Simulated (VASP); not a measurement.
# ScSiS4 (F-43m) in VASP: further runs, part 2 of 2

VASP 6.6.1.

**5. Single point, PBE**

This run uses another cell than the first one, of 17.31 Å³/atom.

INCAR

```
  PREC = Accurate
  ENCUT = 520
  EDIFF = 1E-6
  ISMEAR = 0
  SIGMA = 0.1
  LREAL = False
  LASPH = True
  NELM = 80
  ALGO = Normal
  ISIF = 2
  LWAVE = False
  LCHARG = True
  GGA = PE
  LELF = True
  LVHAR = True
  NBANDS = 28
```

KPOINTS

```
Automatic mesh
0
Gamma
  10 10 10
```

POSCAR

```
ScSiS4
1.0
    0.0000000000      3.7306761473      3.7306761473
    3.7306761473      0.0000000000      3.7306761473
    3.7306761473      3.7306761473      0.0000000000
Sc Si S
1 1 4
Direct
    0.0000000000      0.0000000000      0.0000000000
    0.7500000000      0.7500000000      0.7500000000
    0.3742510942      0.8772467173      0.3742510942
    0.3742510942      0.3742510942      0.8772467173
    0.8772467173      0.3742510942      0.3742510942
    0.3742510942      0.3742510942      0.3742510942
```

Potentials or basis: VASP PAW PBE potentials, release 64 (Sc_sv, Si, S).

Started as:

```console
$ cat potpaw_PBE.64/Sc_sv/POTCAR potpaw_PBE.64/Si/POTCAR potpaw_PBE.64/S/POTCAR > POTCAR
$ mpirun -np 1 vasp_std > vasp.out
```

OUTCAR:

```text
PREC = Accurate
   ENCUT = 520
   EDIFF = 1E-6
   ISMEAR = 0
   LREAL = False
   LASPH = True
   NELM = 80
   ISIF = 2
   GGA = PE

 ion  position               nearest neighbor table
   1  0.000  0.000  0.000-   3 3.09   4 3.09   5 3.09   6 3.09   6 3.09   6 3.09   4 3.09   5 3.09
                             5 3.09   3 3.09   4 3.09   3 3.09   2 3.23   2 3.23   2 3.23   2 3.23
   2  0.750  0.750  0.750-   1 3.23   1 3.23   1 3.23   1 3.23
   3  0.374  0.877  0.374-   4 2.62   5 2.62   6 2.62   5 2.65   4 2.65   6 2.65   1 3.09   1 3.09
                             1 3.09
   4  0.374  0.374  0.877-   3 2.62   5 2.62   6 2.62   3 2.65   5 2.65   6 2.65   1 3.09   1 3.09
                             1 3.09
   5  0.877  0.374  0.374-   3 2.62   4 2.62   6 2.62   3 2.65   4 2.65   6 2.65   1 3.09   1 3.09
                             1 3.09
   6  0.374  0.374  0.374-   3 2.62   4 2.62   5 2.62   5 2.65   3 2.65   4 2.65   1 3.09   1 3.09
                             1 3.09

  LATTYP: Found a face centered cubic cell.
 ALAT       =     7.4613522946

  Lattice vectors:

 A1 = (   0.0000000000,   3.7306761473,   3.7306761473)
 A2 = (   3.7306761473,   0.0000000000,   3.7306761473)
 A3 = (   3.7306761473,   3.7306761473,   0.0000000000)

[... 188 lines left out ...]

 k-point     1 :       0.0000    0.0000    0.0000
  band No.  band energies     occupation
      1     -43.1201      2.00000
      2     -21.7173      2.00000
      3     -21.7173      2.00000
      4     -21.7173      2.00000
      5      -9.3834      2.00000
      6      -4.6960      2.00000
[... 733 lines left out ...]
     27       9.7181      0.00000
     28      10.4177      0.00000

 [... further k-points ...]

------------------------ aborting loop because EDIFF is reached ----------------------------------------

  FORCE on cell =-STRESS in cart. coord.  units (eV):
  Direction    XX          YY          ZZ          XY          YZ          ZX
  --------------------------------------------------------------------------------------
  -------------------------------------------------------------------------------------
  Total       -0.0128034     -0.0128034     -0.0128034      0.0000000      0.0000000      0.0000000
  in kB       -0.1975341     -0.1975341     -0.1975341      0.0000000      0.0000000      0.0000000
  external PRESSURE =      -0.1975341 kB  Pullay stress =       0.0000000 kB

 VOLUME and BASIS-vectors are now :
 -----------------------------------------------------------------------------
  energy-cutoff  :      520.00
  volume of cell :      103.85
      direct lattice vectors                 reciprocal lattice vectors
     0.000000000  3.730676147  3.730676147    -0.134023962  0.134023962  0.134023962
     3.730676147  0.000000000  3.730676147     0.134023962 -0.134023962  0.134023962
     3.730676147  3.730676147  0.000000000     0.134023962  0.134023962 -0.134023962

 POSITION                                       TOTAL-FORCE (eV/Angst)
 -----------------------------------------------------------------------------------
      0.00000      0.00000      0.00000        -0.000000     -0.000000     -0.000000
      5.59601      5.59601      5.59601        -0.000000     -0.000000     -0.000000
      4.66893      2.79242      4.66893         0.002854     -0.002854      0.002854
      4.66893      4.66893      2.79242         0.002854      0.002854     -0.002854
      2.79242      4.66893      4.66893        -0.002854      0.002854      0.002854
      2.79242      2.79242      2.79242        -0.002854     -0.002854     -0.002854
 -----------------------------------------------------------------------------------
    total drift:                                0.000000      0.000000      0.000001

  FREE ENERGIE OF THE ION-ELECTRON SYSTEM (eV)
  ---------------------------------------------------
  free  energy   TOTEN  =       -25.0166008910 eV

  energy  without entropy=      -24.9883374616  energy(sigma->0) =      -25.00246918
```

OSZICAR:

```text
N       E                     dE             d eps       ncg     rms          rms(c)
DAV:   1     0.333552518258E+03    0.33355E+03   -0.16237E+04  2640   0.128E+03
DAV:   2     0.169049185342E+02   -0.31665E+03   -0.30819E+03  2648   0.364E+02
DAV:   3    -0.242813489794E+02   -0.41186E+02   -0.39418E+02  4032   0.107E+02
DAV:   4    -0.271610383446E+02   -0.28797E+01   -0.27918E+01  4144   0.281E+01
DAV:   5    -0.272158796983E+02   -0.54841E-01   -0.54401E-01  3604   0.407E+00    0.216E+01
DAV:   6    -0.252775447220E+02    0.19383E+01   -0.97319E+00  4276   0.197E+01    0.122E+01
DAV:   7    -0.251465857756E+02    0.13096E+00   -0.35953E+00  4500   0.124E+01    0.802E+00
DAV:   8    -0.251327299275E+02    0.13856E-01   -0.14138E+00  4268   0.865E+00    0.240E+00
DAV:   9    -0.251010440096E+02    0.31686E-01   -0.42476E-02  4128   0.148E+00    0.202E+00
DAV:  10    -0.250245186926E+02    0.76525E-01   -0.17471E-01  4208   0.290E+00    0.645E-01
DAV:  11    -0.250175969329E+02    0.69218E-02   -0.17212E-02  4256   0.910E-01    0.277E-01
DAV:  12    -0.250173946117E+02    0.20232E-03   -0.46435E-04  3792   0.146E-01    0.177E-01
DAV:  13    -0.250166173244E+02    0.77729E-03   -0.21841E-03  4240   0.336E-01    0.365E-02
DAV:  14    -0.250166024987E+02    0.14826E-04   -0.77528E-05  4416   0.559E-02    0.142E-02
DAV:  15    -0.250166013193E+02    0.11794E-05   -0.35235E-06  3064   0.143E-02    0.553E-03
DAV:  16    -0.250166008910E+02    0.42829E-06   -0.49913E-07  2124   0.599E-03
   1 F= -.25016601E+02 E0= -.25002469E+02  d E =-.282634E-01
```

stdout:

```text
POSCAR found type information on POSCAR ScSiS
 POSCAR found :  3 types and       6 ions
 scaLAPACK will be used
 LDA part: xc-table for (Slater+PW92), standard interpolation
 POSCAR, INCAR and KPOINTS ok, starting setup
 FFT: planning ... GRIDC
 FFT: planning ... GRID_SOFT
 FFT: planning ... GRID
 WAVECAR not read
 entering main loop
```

Run time: 4 min. Hardware: 1 thread of Intel Xeon 8259CL, shared host; peak memory 0.32 GiB.

Results:

| Quantity | Value |
| --- | --- |
| Free energy | -25.0166 eV |
| Pressure | 0.0 GPa |
| Largest force | 0.005 eV/Å |
| Band gap on the k mesh | zero (an odd number of electrons rules out a gap without spin polarisation) |

Forces on the atoms (eV/Å):
```
Sc   0.000  0.000  0.000
Si   0.000  0.000  0.000
S    0.003 -0.003  0.003
S    0.003  0.003 -0.003
S   -0.003  0.003  0.003
S   -0.003 -0.003 -0.003
```

**6. Relaxation of cell and atoms, PBE**

INCAR

```
SYSTEM = ScSiS4
ALGO = Normal
EDIFF = 1E-7
EDIFFG = -0.01
ENCUT = 600
GGA = PE
IBRION = 2
ISIF = 3
ISMEAR = 0
LASPH = .True.
LCHARG = .False.
LREAL = .False.
LWAVE = .False.
NELM = 80
NSW = 100
PREC = Accurate
SIGMA = 0.1
```

KPOINTS

```
k-points
0
Gamma
  10 10 10
  0 0 0
```

POSCAR

```
ScSiS4
1.0
    0.0000000000      3.7581848193      3.7581848193
    3.7581848193      0.0000000000      3.7581848193
    3.7581848193      3.7581848193      0.0000000000
Sc Si S
1 1 4
Direct
    0.0000000000      0.0000000000      0.0000000000
    0.7500000000      0.7500000000      0.7500000000
    0.3743270269      0.8770189193      0.3743270269
    0.3743270269      0.3743270269      0.8770189193
    0.8770189193      0.3743270269      0.3743270269
    0.3743270269      0.3743270269      0.3743270269
```

Potentials or basis: VASP PAW PBE potentials, release 64 (Sc_sv, Si, S).

Started as:

```console
$ cat potpaw_PBE.64/Sc_sv/POTCAR potpaw_PBE.64/Si/POTCAR potpaw_PBE.64/S/POTCAR > POTCAR
$ mpirun -np 1 vasp_std > vasp.out
```

OUTCAR:

```text
SYSTEM = ScSiS4
   EDIFF = 1E-7
   EDIFFG = -0.01
   ENCUT = 600
   GGA = PE
   IBRION = 2
   ISIF = 3
   ISMEAR = 0
   LASPH = .True.
   LREAL = .False.
   NELM = 80
   NSW = 100
   PREC = Accurate

 ion  position               nearest neighbor table
   1  0.000  0.000  0.000-   2 3.25   2 3.25   2 3.25   2 3.25
   2  0.750  0.750  0.750-   1 3.25   1 3.25   1 3.25   1 3.25
   3  0.374  0.877  0.374-   4 2.64   5 2.64   6 2.64   5 2.67   4 2.67   6 2.67
   4  0.374  0.374  0.877-   3 2.64   5 2.64   6 2.64   3 2.67   5 2.67   6 2.67
   5  0.877  0.374  0.374-   3 2.64   4 2.64   6 2.64   3 2.67   4 2.67   6 2.67
   6  0.374  0.374  0.374-   3 2.64   4 2.64   5 2.64   5 2.67   3 2.67   4 2.67

  LATTYP: Found a face centered cubic cell.
 ALAT       =     7.5163696386

  Lattice vectors:

 A1 = (   0.0000000000,   3.7581848193,   3.7581848193)
 A2 = (   3.7581848193,   0.0000000000,   3.7581848193)
 A3 = (   3.7581848193,   3.7581848193,   0.0000000000)

Analysis of symmetry for initial positions (statically):
=====================================================================
 Subroutine PRICEL returns:
 Original cell was already a primitive cell.

 Routine SETGRP: Setting up the symmetry group for a
 face centered cubic supercell.

 Subroutine GETGRP returns: Found 24 space group operations
 (whereof 24 operations were pure point group operations)
 out of a pool of 48 trial point group operations.

The static configuration has the point symmetry T_d .

Analysis of symmetry for dynamics (positions and initial velocities):
=====================================================================
 Subroutine PRICEL returns:
 Original cell was already a primitive cell.

 Routine SETGRP: Setting up the symmetry group for a
 face centered cubic supercell.

 Subroutine GETGRP returns: Found 24 space group operations
 (whereof 24 operations were pure point group operations)
 out of a pool of 48 trial point group operations.

The dynamic configuration has the point symmetry T_d .

 Subroutine INISYM returns: Found 24 space group operations
 (whereof 24 operations are pure point group operations),
 and found     1 'primitive' translations

----------------------------------------------------------------------------------------

                                     Primitive cell

  volume of cell :     106.1609

  direct lattice vectors                    reciprocal lattice vectors
     0.000000000  3.758184819  3.758184819    -0.133042951  0.133042951  0.133042951
     3.758184819  0.000000000  3.758184819     0.133042951 -0.133042951  0.133042951
     3.758184819  3.758184819  0.000000000     0.133042951  0.133042951 -0.133042951

  length of vectors
     5.314875941  5.314875941  5.314875941     0.230437151  0.230437151  0.230437151

  position of ions in fractional coordinates (direct lattice)
     0.000000000  0.000000000  0.000000000
     0.750000000  0.750000000  0.750000000
[... 127 lines left out ...]

 Free energy of the ion-electron system (eV)
  ---------------------------------------------------
  ext. energy  EPLUGINS =         0.00000000
  ---------------------------------------------------
  free energy    TOTEN  =       -25.00723589 eV

  energy without entropy =      -24.97812025  energy(sigma->0) =      -24.99267807

------------------------ aborting loop because EDIFF is reached ----------------------------------------

  FORCE on cell =-STRESS in cart. coord.  units (eV):
  Direction    XX          YY          ZZ          XY          YZ          ZX
  --------------------------------------------------------------------------------------
  -------------------------------------------------------------------------------------
  Total       -0.9431576     -0.9431576     -0.9431576      0.0000000      0.0000000     -0.0000000
  in kB      -14.2341143    -14.2341143    -14.2341143      0.0000000      0.0000000     -0.0000000
  external PRESSURE =     -14.2341143 kB  Pullay stress =       0.0000000 kB

 VOLUME and BASIS-vectors are now :
 -----------------------------------------------------------------------------
  energy-cutoff  :      600.00
  volume of cell :      106.16
      direct lattice vectors                 reciprocal lattice vectors
     0.000000000  3.758184819  3.758184819    -0.133042951  0.133042951  0.133042951
     3.758184819  0.000000000  3.758184819     0.133042951 -0.133042951  0.133042951
     3.758184819  3.758184819  0.000000000     0.133042951  0.133042951 -0.133042951

 POSITION                                       TOTAL-FORCE (eV/Angst)
 -----------------------------------------------------------------------------------
      0.00000      0.00000      0.00000         0.000000      0.000000      0.000000
      5.63728      5.63728      5.63728         0.000000      0.000000      0.000000
      4.70279      2.81358      4.70279         0.013809     -0.013809      0.013809
      4.70279      4.70279      2.81358         0.013809      0.013809     -0.013809
      2.81358      4.70279      4.70279        -0.013809      0.013809      0.013809
      2.81358      2.81358      2.81358        -0.013809     -0.013809     -0.013809
 -----------------------------------------------------------------------------------
    total drift:                                0.000000      0.000000      0.000000

  FREE ENERGIE OF THE ION-ELECTRON SYSTEM (eV)
  ---------------------------------------------------
  free  energy   TOTEN  =       -25.0072358890 eV

  energy  without entropy=      -24.9781202545  energy(sigma->0) =      -24.99267807

--------------------------------------- Ionic step        2  -------------------------------------------

 number of electron      39.0000001 magnetization

 Free energy of the ion-electron system (eV)
  ---------------------------------------------------
  ext. energy  EPLUGINS =         0.00000000
  ---------------------------------------------------
  free energy    TOTEN  =       -25.01762900 eV

  energy without entropy =      -24.98939335  energy(sigma->0) =      -25.00351118

 E-fermi :   7.4718     XC(G=0): -10.7579

 val. band max:        7.4612436666   @ k =   0.5000   0.2000   0.0000
 cond. band min:       7.4741811149   @ k =  -0.4000   0.1000   0.0000
 fundamental gap:      0.0129374483
 Fermi energy:         7.4718417345

 k-point     1 :       0.0000    0.0000    0.0000
  band No.  band energies     occupation
      1     -43.1079      2.00000
      2     -21.7057      2.00000
      3     -21.7057      2.00000
      4     -21.7057      2.00000
      5      -9.3813      2.00000
      6      -4.6881      2.00000
[... 613 lines left out ...]
     22       8.1128      0.00000
     23       8.7498      0.00000

 [... further k-points ...]

------------------------ aborting loop because EDIFF is reached ----------------------------------------

  FORCE on cell =-STRESS in cart. coord.  units (eV):
  Direction    XX          YY          ZZ          XY          YZ          ZX
  --------------------------------------------------------------------------------------
  -------------------------------------------------------------------------------------
  Total        0.0455762      0.0455762      0.0455762      0.0000000      0.0000000      0.0000000
  in kB        0.7037237      0.7037237      0.7037237      0.0000000      0.0000000      0.0000000
  external PRESSURE =       0.7037237 kB  Pullay stress =       0.0000000 kB

 VOLUME and BASIS-vectors are now :
 -----------------------------------------------------------------------------
  energy-cutoff  :      600.00
  volume of cell :      103.76
      direct lattice vectors                 reciprocal lattice vectors
     0.000000000  3.729684985  3.729684985    -0.134059579  0.134059579  0.134059579
     3.729684985  0.000000000  3.729684985     0.134059579 -0.134059579  0.134059579
     3.729684985  3.729684985  0.000000000     0.134059579  0.134059579 -0.134059579

 POSITION                                       TOTAL-FORCE (eV/Angst)
 -----------------------------------------------------------------------------------
      0.00000      0.00000      0.00000        -0.000000      0.000000      0.000000
      5.59453      5.59453      5.59453        -0.000000      0.000000     -0.000000
      4.66779      2.79158      4.66779         0.001512     -0.001512      0.001512
      4.66779      4.66779      2.79158         0.001512      0.001512     -0.001512
      2.79158      4.66779      4.66779        -0.001512      0.001512      0.001512
      2.79158      2.79158      2.79158        -0.001512     -0.001512     -0.001512
 -----------------------------------------------------------------------------------
    total drift:                                0.000000      0.000000      0.000000

  FREE ENERGIE OF THE ION-ELECTRON SYSTEM (eV)
  ---------------------------------------------------
  free  energy   TOTEN  =       -25.0176290008 eV

  energy  without entropy=      -24.9893933530  energy(sigma->0) =      -25.00351118

 reached required accuracy - stopping structural energy minimisation
```

It took 7.5 min on 1 thread of Intel Xeon 8259CL, shared host; peak memory 0.36 GiB.

Results:

| Item | Value |
| --- | --- |
| Free energy | -25.0176 eV |
| Relaxed volume | 17.29 Å³/atom |
| Relaxed cell | a = 5.275 Å, b = 5.275 Å, c = 5.275 Å, α = 60.00°, β = 60.00°, γ = 60.00° |
| Space group after relaxing (to 0.1 Å) | F-43m (No. 216) |
| Energy gained by relaxing | 1.7 meV/atom |
| Ionic steps | 2 |
| Pressure after relaxing | 0.1 GPa |
| Band gap on the k mesh | zero (an odd number of electrons rules out a gap without spin polarisation) |

Forces on the atoms (eV/Å):
```
Sc   0.000  0.000  0.000
Si   0.000  0.000  0.000
S    0.002 -0.002  0.002
S    0.002  0.002 -0.002
S   -0.002  0.002  0.002
S   -0.002 -0.002 -0.002
```

Step by step:
```
step  energy change (eV)  largest force (eV/Å)  pressure (GPa)  volume (Å³)
   1              0.0000                0.0239           -1.42       106.16
   2             -0.0104                0.0026            0.07       103.76
```

Final structure:
```yaml
crystal:
  lattice:
    - [0.00000, 3.72968, 3.72968]
    - [3.72968, 0.00000, 3.72968]
    - [3.72968, 3.72968, 0.00000]
  atoms:
    - { symbol: Sc, position: [0.00000, 0.00000, 0.00000] }
    - { symbol: Si, position: [0.75000, 0.75000, 0.75000] }
    - { symbol: S, position: [0.37424, 0.87728, 0.37424] }
    - { symbol: S, position: [0.37424, 0.37424, 0.87728] }
    - { symbol: S, position: [0.87728, 0.37424, 0.37424] }
    - { symbol: S, position: [0.37424, 0.37424, 0.37424] }
```

**7. Overview**

| task | cell | k mesh | cutoff (eV) | gap on the mesh (eV) | pressure (GPa) | relaxed volume (Å³/atom) | largest force (eV/Å) |
| --- | --- | --- | --- | --- | --- | --- | --- |
| single point | a = 5.315 Å, angles 60.0°, 6 atoms, atomic positions A | 4 × 4 × 4 | 520 | none | -0.1 | - | 0.01 |
| single point | a = 5.511 Å, angles 60.0°, 6 atoms, atomic positions B | 4 × 4 × 4 | 520 | none | -6.1 | - | 0.25 |
| relaxation of cell and atoms | relaxed from a = 5.511 Å, angles 60.0°, 6 atoms, atomic positions B | 4 × 4 × 4 | 600 | none | 0.0 | 17.66 | - |
| single point | a = 5.276 Å, angles 60.0°, 6 atoms, atomic positions A | 10 × 10 × 10 | 520 | none | 0.0 | - | - |
| relaxation of cell and atoms | relaxed from a = 5.315 Å, angles 60.0°, 6 atoms, atomic positions A | 10 × 10 × 10 | 600 | none | 0.1 | 17.29 | - |

Alike in all rows: level PBE; potentials or basis VASP PAW PBE potentials, release 64 (Sc_sv, Si, S); no spin polarisation; smearing gaussian 0.1 eV.

Caveats: some runs use coarse meshes; the cell stands under tension (at least some runs).

Total energies depend on the potentials used, so only differences within one code and one set of settings carry meaning.
